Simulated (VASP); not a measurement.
A run of VASP 6.6.1 is set up as follows.

Contents of INCAR:

```
SYSTEM = TiCo
PREC = Accurate ; ENCUT = 520
EDIFF = 1E-6 ; ISMEAR = -1
SIGMA = 0.05 ; LREAL = .FALSE.
LASPH = .TRUE. ; NELM = 150
ALGO = Fast ; ISIF = 2
LWAVE = .FALSE. ; LCHARG = .TRUE.
ISPIN = 2 ; MAGMOM = 3.5 2.5
LORBIT = 11 ; LMAXMIX = 4
GGA = PE ; LELF = .TRUE.
LVHAR = .TRUE. ; NBANDS = 22
```

KPOINTS

```
Automatic mesh
0
G
  9 9 9
  0 0 0
```

POSCAR

```
TiCo
1.0
    2.9861109900      0.0000000000      0.0000000000
    0.0000000000      2.9861109900      0.0000000000
    0.0000000000      0.0000000000      2.9861109900
Co Ti
1 1
Direct
    0.5000000000      0.5000000000      0.5000000000
    0.0000000000      0.0000000000      0.0000000000
```

Potentials or basis: VASP PAW PBE potentials, release 64 (Co, Ti_sv).

The run is started by

```sh
$ cat potpaw_PBE.64/Co/POTCAR potpaw_PBE.64/Ti_sv/POTCAR > POTCAR
$ mpirun -np 1 vasp_std > vasp.out
```

**Question.** Predict the pressure.

**Answer.** -0.9 GPa.

**Question.** Predict the site moments.

**Answer.** Co +0.88; Ti -0.03 μB.
